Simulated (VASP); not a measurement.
# Cu (P6_3/mmc) in VASP: a series of runs

Runs on Cu. Level: RPBE. Tasks: single point, relaxation of cell and atoms.

Program: VASP 6.6.1. These are calculated values, not measurements. Logs are shortened: lines on timing, memory, paths and dates and some standing lists are left out, and cuts for length are marked.

## Step 1: The cell of the first run

Symmetry: P6_3/mmc, No. 194, hexagonal system. The conventional cell has a = 2.599 Å, b = 2.599 Å, c = 8.484 Å, α = 90.00°, β = 90.00°, γ = 120.00°. Cu (site symmetry -3m) has 12 Cu at 2.60 Å within 3.4 Å. Within 3.4 Å of Cu (site symmetry -6m2) lie 12 Cu at 2.60 Å.

This isn't the form of Cu at room conditions, which is fcc.

## Step 2: Single point, RPBE

Input file INCAR:

```
SYSTEM = Cu
  ALGO = Normal
  EDIFF = 1E-6
  ENCUT = 520
  GGA = RP
  ISIF = 2
  ISMEAR = -1
  LASPH = .True.
  LCHARG = .False.
  LREAL = .False.
  LWAVE = .False.
  NBANDS = 30
  NELM = 80
  PREC = Accurate
  SIGMA = 0.1
```

Input file KPOINTS:

```
k-points
0
Gamma
  18 18 5
  0 0 0
```

Input file POSCAR:

```
Cu
1.0
    2.5985481066      0.0000000000      0.0000000000
   -1.2992740533      2.2504086733      0.0000000000
    0.0000000000      0.0000000000      8.4840668103
Cu
4
Direct
    1.0000000000      1.0000000000      0.0000000000
    1.0000000000      0.0000000000      0.5000000000
    0.3333333333      0.6666666667      0.2500000000
    0.6666666667      0.3333333333      0.7500000000
```

Potentials or basis: VASP PAW PBE potentials, release 64 (Cu).

Launch:

```sh
> cat potpaw_PBE.64/Cu/POTCAR > POTCAR
> mpirun -np 1 vasp_std > vasp.out
```

OUTCAR:

```text
SYSTEM = Cu
   EDIFF = 1E-6
   ENCUT = 520
   GGA = RP
   ISIF = 2
   ISMEAR = -1
   LASPH = .True.
   LREAL = .False.
   NELM = 80
   PREC = Accurate

 ion  position               nearest neighbor table
   1  0.000  0.000  0.000-   3 2.60   4 2.60   4 2.60   3 2.60   4 2.60   3 2.60
   2  0.000  0.000  0.500-   3 2.60   4 2.60   4 2.60   3 2.60   4 2.60   3 2.60
   3  0.333  0.667  0.250-   1 2.60   2 2.60   1 2.60   2 2.60   1 2.60   2 2.60
   4  0.667  0.333  0.750-   1 2.60   2 2.60   1 2.60   2 2.60   1 2.60   2 2.60

  LATTYP: Found a hexagonal cell.
 ALAT       =     2.5985481066
 C/A-ratio  =     3.2649258210

  Lattice vectors:

 A1 = (   2.5985481066,   0.0000000000,   0.0000000000)
 A2 = (  -1.2992740533,   2.2504086733,   0.0000000000)
 A3 = (   0.0000000000,   0.0000000000,   8.4840668103)

Analysis of symmetry for initial positions (statically):
=====================================================================
 Subroutine PRICEL returns:
 Original cell was already a primitive cell.

 Routine SETGRP: Setting up the symmetry group for a
 hexagonal supercell.

 Subroutine GETGRP returns: Found 24 space group operations
 (whereof 12 operations were pure point group operations)
 out of a pool of 24 trial point group operations.

The static configuration has the point symmetry D_3d.
 The point group associated with its full space group is D_6h.

Analysis of symmetry for dynamics (positions and initial velocities):
=====================================================================
 Subroutine PRICEL returns:
 Original cell was already a primitive cell.

 Routine SETGRP: Setting up the symmetry group for a
 hexagonal supercell.

 Subroutine GETGRP returns: Found 24 space group operations
 (whereof 12 operations were pure point group operations)
 out of a pool of 24 trial point group operations.

The dynamic configuration has the point symmetry D_3d.
 The point group associated with its full space group is D_6h.

 Subroutine INISYM returns: Found 24 space group operations
 (whereof 12 operations are pure point group operations),
 and found     1 'primitive' translations

----------------------------------------------------------------------------------------

                                     Primitive cell

  volume of cell :      49.6131

  direct lattice vectors                    reciprocal lattice vectors
     2.598548107  0.000000000  0.000000000     0.384830282  0.222181867  0.000000000
    -1.299274053  2.250408673  0.000000000     0.000000000  0.444363734  0.000000000
     0.000000000  0.000000000  8.484066810     0.000000000  0.000000000  0.117868002

  length of vectors
     2.598548107  2.598548107  8.484066810     0.444363734  0.444363734  0.117868002

  position of ions in fractional coordinates (direct lattice)
     0.000000000  0.000000000  0.000000000
     0.000000000  0.000000000  0.500000000
     0.333333333  0.666666667  0.250000000
     0.666666667  0.333333333  0.750000000

  ion indices of the primitive-cell ions
   primitive index   ion index
                 1           1
                 2           2
                 3           3
                 4           4

----------------------------------------------------------------------------------------

 KPOINTS: k-points

Automatic generation of k-mesh.
 Grid dimensions read from file:
 generate k-points for:   18   18    5

 Generating k-lattice:

  Cartesian coordinates                     Fractional coordinates (reciprocal lattice)
     0.021379460  0.012343437  0.000000000     0.055555556  0.000000000  0.000000000
     0.000000000  0.024686874  0.000000000     0.000000000  0.055555556  0.000000000
     0.000000000  0.000000000  0.023573600     0.000000000  0.000000000  0.200000000

  Length of vectors
     0.024686874  0.024686874  0.023573600

  Shift w.r.t. Gamma in fractional coordinates (k-lattice)
     0.000000000  0.000000000  0.000000000

 Subroutine IBZKPT returns following result:
 ===========================================

 Found    111 irreducible k-points:

 Following reciprocal coordinates:
            Coordinates               Weight
  0.000000  0.000000  0.000000      1.000000
  0.055556  0.000000  0.000000      6.000000
  0.111111  0.000000  0.000000      6.000000
  0.166667  0.000000  0.000000      6.000000
  0.222222  0.000000  0.000000      6.000000
  0.277778  0.000000  0.000000      6.000000
[... 16 lines left out ...]
  0.333333  0.111111  0.000000     12.000000
  0.388889  0.111111  0.000000     12.000000
 [... further k-points ...]
   k-points           NKPTS =    111   k-points in BZ     NKDIM =    111   number of bands    NBANDS=     30
   number of dos      NEDOS =    301   number of ions     NIONS =      4
   total plane-waves  NPLWV =  25600
   dimension x,y,z NGX =    20 NGY =   20 NGZ =   64
   dimension x,y,z NGXF=    40 NGYF=   40 NGZF=  128
   ions per type =               4
   NGX,Y,Z   is equivalent  to a cutoff of  12.80, 12.80, 12.54 a.u.
   NGXF,Y,Z  is equivalent  to a cutoff of  25.59, 25.59, 25.08 a.u.
 SYSTEM =  Cu
   PREC   = accura    normal or accurate (medium, high low for compatibility)
   ISTART =      0    job   : 0-new  1-cont  2-samecut
   ICHARG =      2    charge: 1-file 2-atom 10-const
   ISPIN  =      1    spin polarized calculation?
   LNONCOLLINEAR =      F non collinear calculations
   LSORBIT =      F    spin-orbit coupling
   LASPH  =      T    aspherical Exc in radial PAW
   ENCUT  =  520.0 eV  38.22 Ry    6.18 a.u.   4.83  4.83 15.77*2*pi/ulx,y,z
   NELM   =     80;   NELMIN=  2; NELMDL= -5     # of ELM steps
   EDIFF  = 0.1E-05   stopping-criterion for ELM
   LREAL  =      F    real-space projection
   EDIFFG = 0.1E-04   stopping-criterion for IOM
   NSW    =      0    number of steps for IOM
   IBRION =     -1    ionic relax: 0-MD 1-quasi-New 2-CG
   NFREE  =      0    steps in history (QN), initial steepest desc. (CG)
   ISIF   =      2    stress and relaxation
   ISYM   =      2    0-nonsym 1-usesym 2-fastsym
   POTIM  = 0.5000    time-step for ionic-motion
   TEBEG  =    0.0;   TEEND  =   0.0 temperature during run
   PSTRESS=    0.0 pullay stress
   NELECT =      44.0000    total number of electrons
   NUPDOWN=      -1.0000    fix difference up-down
   EMIN   =  10.00;   EMAX   =-10.00  energy-range for DOS
   EFERMI =   0.00;   METHOD = LEGACY
   ISMEAR =    -1;   SIGMA  =   0.10  broadening in eV -4-tet -1-fermi 0-gaus
   EFERMI_NEDOS =   21; number of points for ismear=-14 and -15
   IALGO  =     38    algorithm
   IMIX   =      4    mixing-type and parameters
     AMIX     =   0.40;   BMIX     =  1.00
     AMIX_MAG =   1.60;   BMIX_MAG =  1.00
  volume/ion in A,a.u.               =      12.40        83.70
  Fermi-wavevector in a.u.,A,eV,Ry     =   1.572873  2.972299 33.659852  2.473929
  Thomas-Fermi vector in A             =   2.674242
   LORBIT       =      0    0 simple, 1 ext, 2 COOP (PROOUT), +10 PAW based schemes
   GGA     = RP    functional components
   LHFCALC =     F    Hartree Fock is set to
   AEXX    =    0.0000 exact exchange contribution
   IVDW    =     0    specifies the selected vdW correction
   LEPSILON=     F    determine dielectric tensor
   LRPA    =     F    only Hartree local field effects (RPA)
 non-spin polarized calculation
  energy-cutoff  :      520.00
  volume of cell :       49.61
 maximum number of plane-waves:      1365
 NGX is ok and might be reduce to    20
   NGX =  9   NGY =  9   NGZ = 31

 number of electron      44.0000029 magnetization

 Free energy of the ion-electron system (eV)
  ---------------------------------------------------
  ext. energy  EPLUGINS =         0.00000000
  ---------------------------------------------------
  free energy    TOTEN  =       -13.02527993 eV

  energy without entropy =      -12.98131002  energy(sigma->0) =      -13.00329498

 E-fermi :   7.1369     XC(G=0): -12.3064

 val. band max:        7.1236862728   @ k =   0.2778   0.0000   0.4000
 cond. band min:       7.1473969268   @ k =   0.1111   0.1111   0.4000
 fundamental gap:      0.0237106540
 Fermi energy:         7.1369438530

 k-point     1 :       0.0000    0.0000    0.0000
  band No.  band energies     occupation
      1      -1.8249      2.00000
      2       0.2285      2.00000
      3       0.2344      2.00000
      4       2.3499      2.00000
      5       4.0472      2.00000
      6       4.0518      2.00000
[... 22 lines left out ...]
     29      28.3259      0.00000
     30      28.3425      0.00000

 k-point     2 :       0.0556    0.0000    0.0000
  band No.  band energies     occupation
      1      -1.7283      2.00000
      2       0.3153      2.00000
      3       0.3212      2.00000
      4       2.4063      2.00000
      5       3.9998      2.00000
      6       4.0290      2.00000
[... 22 lines left out ...]
     29      27.1782      0.00000
     30      27.4928      0.00000

 k-point     3 :       0.1111    0.0000    0.0000
  band No.  band energies     occupation
      1      -1.4413      2.00000
      2       0.5698      2.00000
      3       0.5755      2.00000
      4       2.5656      2.00000
      5       3.8941      2.00000
      6       3.9701      2.00000
[... 22 lines left out ...]
     29      25.3639      0.00000
     30      25.3796      0.00000

 k-point     4 :       0.1667    0.0000    0.0000
  band No.  band energies     occupation
      1      -0.9723      2.00000
      2       0.9703      2.00000
      3       0.9757      2.00000
      4       2.7938      2.00000
      5       3.7779      2.00000
      6       3.8874      2.00000
[... 616 lines left out ...]
     29      18.3528      0.00000
     30      20.6067      0.00000

 k-point    23 :       0.3333    0.1111    0.0000
  band No.  band energies     occupation
      1       2.1556      2.00000
      2       2.6136      2.00000
      3       2.6922      2.00000
      4       3.1355      2.00000
      5       3.4049      2.00000
      6       3.4880      2.00000
[... 22 lines left out ...]
     29      17.7988      0.00000
     30      19.8220      0.00000

 k-point    24 :       0.3889    0.1111    0.0000
  band No.  band energies     occupation
      1       2.4883      2.00000
      2       2.6454      2.00000
      3       2.8816      2.00000
      4       3.1001      2.00000
      5       3.3996      2.00000
      6       3.4161      2.00000
[... 22 lines left out ...]
     29      17.4164      0.00000
     30      18.1547      0.00000

 [... further k-points ...]

------------------------ aborting loop because EDIFF is reached ----------------------------------------

  FORCE on cell =-STRESS in cart. coord.  units (eV):
  Direction    XX          YY          ZZ          XY          YZ          ZX
  --------------------------------------------------------------------------------------
  -------------------------------------------------------------------------------------
  Total        0.1918174      0.1918174      0.2197802      0.0000000     -0.0000000      0.0000000
  in kB        6.1944456      6.1944456      7.0974593      0.0000000     -0.0000000      0.0000000
  external PRESSURE =       6.4954502 kB  Pullay stress =       0.0000000 kB

 VOLUME and BASIS-vectors are now :
 -----------------------------------------------------------------------------
  energy-cutoff  :      520.00
  volume of cell :       49.61
      direct lattice vectors                 reciprocal lattice vectors
     2.598548107  0.000000000  0.000000000     0.384830282  0.222181867  0.000000000
    -1.299274053  2.250408673  0.000000000     0.000000000  0.444363734  0.000000000
     0.000000000  0.000000000  8.484066810     0.000000000  0.000000000  0.117868002

 POSITION                                       TOTAL-FORCE (eV/Angst)
 -----------------------------------------------------------------------------------
      0.00000      0.00000      0.00000        -0.000000     -0.000000      0.000000
      0.00000      0.00000      4.24203        -0.000000     -0.000000      0.000000
     -0.00000      1.50027      2.12102        -0.000000     -0.000000      0.000000
      1.29927      0.75014      6.36305         0.000000      0.000000      0.000000
 -----------------------------------------------------------------------------------
    total drift:                                0.000000     -0.000000      0.000000

  FREE ENERGIE OF THE ION-ELECTRON SYSTEM (eV)
  ---------------------------------------------------
  free  energy   TOTEN  =       -13.0252799319 eV

  energy  without entropy=      -12.9813100214  energy(sigma->0) =      -13.00329498
```

It took 72 s on 1 thread of Intel Xeon 6975P-C (Granite Rapids), shared host; peak memory 0.24 GiB.

What came out:

```yaml
Free_energy: -13.0253 eV
Pressure: 0.6 GPa
Band_gap_on_the_k_mesh: zero (bands 22 and 23 overlap by 4.94 eV)
```

Caveat: the PAW data sets were made with another functional, which shifts forces and pressure a little.

## Step 3: Relaxation of cell and atoms, RPBE

This run uses another cell than the first one, of 11.81 Å³/atom.

Input file INCAR:

```
PREC = Accurate ; ENCUT = 600
EDIFF = 1E-6 ; ISMEAR = -1
SIGMA = 0.1 ; LREAL = False
LASPH = True ; NELM = 100
ALGO = Normal ; ISIF = 3
LWAVE = False ; LCHARG = False
GGA = RP ; IBRION = 2
NSW = 80 ; EDIFFG = -0.01
```

Input file KPOINTS:

```
Automatic mesh
0
Gamma
  14 14 4
```

Input file POSCAR:

```
Cu
1.0
    2.5561591618      0.0000000000      0.0000000000
   -1.2780795809      2.2136987702      0.0000000000
    0.0000000000      0.0000000000      8.3484158223
Cu
4
Direct
    0.0000000000      0.0000000000      0.0000000000
    0.0000000000      0.0000000000      0.5000000000
    0.3333333333      0.6666666667      0.2500000000
    0.6666666667      0.3333333333      0.7500000000
```

Potentials or basis: VASP PAW PBE potentials, release 64 (Cu).

Launch:

```sh
> cat potpaw_PBE.64/Cu/POTCAR > POTCAR
> mpirun -np 1 vasp_std > vasp.out
```

It took 2.6 min on 1 thread of Intel Xeon 6975P-C (Granite Rapids), shared host; peak memory 0.22 GiB.

The run converged. Its results:

```yaml
Free_energy: -13.0231 eV
Relaxed_volume: 12.46 Å³/atom
Relaxed_cell: a = 2.603 Å, b = 2.603 Å, c = 8.497 Å, α = 90.00°, β = 90.00°, γ = 120.00°
Space_group_after_relaxing_to_0.1_Å: P6_3/mmc (No. 194)
Energy_gained_by_relaxing: 14.6 meV/atom
Ionic_steps: 6
Pressure_after_relaxing: 0.1 GPa
Band_gap_on_the_k_mesh: zero (bands 22 and 23 overlap by 4.39 eV)
```

Step by step:
```tsv
step	energy change (eV)	largest force (eV/Å)	pressure (GPa)	volume (Å³)
1	0.0000	0.0000	7.51	47.24
2	-0.0473	0.0000	-2.91	51.12
3	-0.0584	0.0000	0.32	49.87
4	-0.0583	0.0000	-0.34	49.99
5	-0.0584	0.0000	-0.15	49.93
6	-0.0584	0.0000	0.05	49.85
```

Final structure:
```xyz
4
Lattice="2.6027 0.0000 0.0000 -1.3014 2.2540 0.0000 0.0000 0.0000 8.4975" Properties=species:S:1:pos:R:3 pbc="T T T"
Cu    0.0000    0.0000    0.0000
Cu    0.0000    0.0000    4.2487
Cu    0.0000    1.5027    2.1244
Cu    1.3014    0.7513    6.3731
```

Levels at points of the mesh, in eV from the Fermi level:
```csv
k point,band 20,band 21,band 22,band 23,band 24,band 25
"(0.00, 0.00, 0.00)",-1.84,-1.84,-1.57,-1.57,-0.80,3.57
"(0.50, 0.00, 0.00)",-1.43,-0.45,0.55,0.96,1.53,4.37
"(0.00, 0.00, 0.50)",-2.10,-1.68,-1.68,-1.68,-1.68,6.66
"(0.50, 0.00, 0.50)",-1.46,0.12,0.12,1.35,1.35,4.92
```

Caveat: the PAW data sets were made with another functional, which shifts forces and pressure a little.

The gap in the log of VASP goes by the Fermi energy; the results here count the filled bands.